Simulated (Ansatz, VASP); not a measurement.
One calculation of Sn3O2, two programs

```
CELL_PARAMETERS angstrom
3.86817 0.00000 0.00000
0.00000 3.86817 0.00000
0.00000 0.00000 27.88369
ATOMIC_POSITIONS crystal
Sn 0.00000 0.50000 0.28955
Sn 0.50000 0.00000 0.36681
Sn 0.00000 0.50000 0.45129
Sn 0.50000 0.00000 0.54871
Sn 0.00000 0.50000 0.63319
Sn 0.50000 0.00000 0.71045
O 0.00000 0.00000 0.40973
O 0.50000 0.50000 0.40973
O 0.00000 0.00000 0.59027
O 0.50000 0.50000 0.59027
```

Alike in both runs: functional PBE; k mesh 9 × 9 × 1; occupations gaussian, width 0.05 eV; no spin polarisation.

Ansatz relaxed the structure, and its values are those at the end. VASP's run is a single point on that final structure, the one shown.

|  | VASP | Ansatz |
| --- | --- | --- |
| version | VASP 6.6.1 | Ansatz 0.2.0 |
| potentials or method | VASP PAW PBE potentials, release 64 (Sn_d, O), cutoff 520 eV | scalar-relativistic, plane waves, PAW |
| valence electrons in the cell | 108 | 108 |

Ansatz gave:

| Property | Result |
| --- | --- |
| gap on the k mesh at the Fermi level (eV) | none |
| rms of the force components (eV/Å) | 0.001 |

**Question.** Which values does VASP return?

**Answer.** gap on the k mesh at the Fermi level (eV): none; rms of the force components (eV/Å): 0.027.

A gap of «none» marks a metal or a gap that the smearing closes. Ansatz's warnings: xc potential rough in thin density.
